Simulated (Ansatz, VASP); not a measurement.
HfO2 in VASP and in Ansatz

```
Hf O
1.0
     3.55802    0.00000    0.00000
     0.00000    3.55802    0.00000
     0.00000    0.00000    5.17186
Hf O
2 4
Direct
  0.39028 0.50000 0.54328
  0.00000 0.00000 0.00000
  0.00000 0.50000 0.69721
  0.50000 0.00000 0.80279
  0.50000 0.00000 0.30279
  0.00000 0.50000 0.19721
```

Alike in both runs: task single point; functional PBE; k mesh 6 × 6 × 6; occupations gaussian, width 0.05 eV; no spin polarisation.

```csv
,VASP,Ansatz
version,VASP 6.6.1,Ansatz 0.2.0
potentials or method,"VASP PAW PBE potentials, release 64 (Hf_pv, O), cutoff 520 eV","scalar-relativistic, plane waves, PAW"
valence electrons in the cell,44,76
```

Ansatz gave:

```
gap on the k mesh at the Fermi level (eV) : 3.69
least direct gap on the mesh (eV)         : 3.75
rms of the force components (eV/Å)        : 6.333
```

What did VASP give for the same quantities?

gap on the k mesh at the Fermi level (eV): 3.66; least direct gap on the mesh (eV): 3.72; rms of the force components (eV/Å): 6.583.

Atom by atom the forces differ by 0.257 eV/Å (rms over components). VASP's potentials hold 44 valence electrons a cell and Ansatz's 76, so a difference there can come from the potentials and not from the codes.

Neither program's run includes spin-orbit coupling.
